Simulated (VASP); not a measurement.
Input of a VASP 6.6.1 run:

The input INCAR:

```
ALGO = Normal
EDIFF = 1E-7
ENCUT = 520
ISIF = 2
ISMEAR = 0
LASPH = True
LCHARG = False
LREAL = False
LWAVE = False
NBANDS = 26
NELM = 60
PREC = Accurate
SIGMA = 0.03
```

The input KPOINTS:

```
k-points
0
Gamma
  10 10 10
```

POSCAR

```
C
1.0
    0.0000000000     -4.2333014983      0.0000000000
   -2.4455693354     -2.1166507492     -3.3597492418
    2.4455693354     -2.1166507492     -3.3597492418
C
8
Direct
    0.7923846998      0.5204543673      0.4795456327
    0.8332934344      0.0000000000      0.0000000000
    0.3332934344      0.7500000000      0.2500000000
    0.3332934344      0.2500000000      0.7500000000
    0.1667065656      0.5000000000      0.5000000000
    0.1667065656      0.0000000000      0.0000000000
    0.6667065656      0.7500000000      0.2500000000
    0.6667065656      0.2500000000      0.7500000000
```

Potentials or basis: VASP PAW LDA potentials, release 64 (C).

The run is started by

```console
$ cat potpaw_LDA.64/C/POTCAR > POTCAR
$ mpirun -np 1 vasp_std > vasp.out
```

Question: Predict the band gap on the k mesh.

Answer: 0.19 eV, indirect (least direct gap 0.37 eV).

Question: What does it give for the largest force?

Answer: 14.326 eV/Å.

Question: What does it give for the pressure?

Answer: 6.0 GPa.

Forces in eV/Å, atoms in the order of the input:
```
C    10.090 -10.170   0.000
C    -1.020  -0.843   0.000
C     0.001   1.286   0.000
C     0.074   0.799   0.000
C    -1.170   2.303   0.000
C     0.232   0.562   0.000
C    -7.079   4.514   0.000
C    -1.128   1.549   0.000
```

Caveat: the cell differs from its parent crystal (atom 1 (C) moved +0.200 Å towards its neighbour atom 3 (C) at 2.444 Å); forces of over 1 eV/Å act on the atoms, so gaps and moduli don't describe the material at rest. A k mesh can miss the band edges.
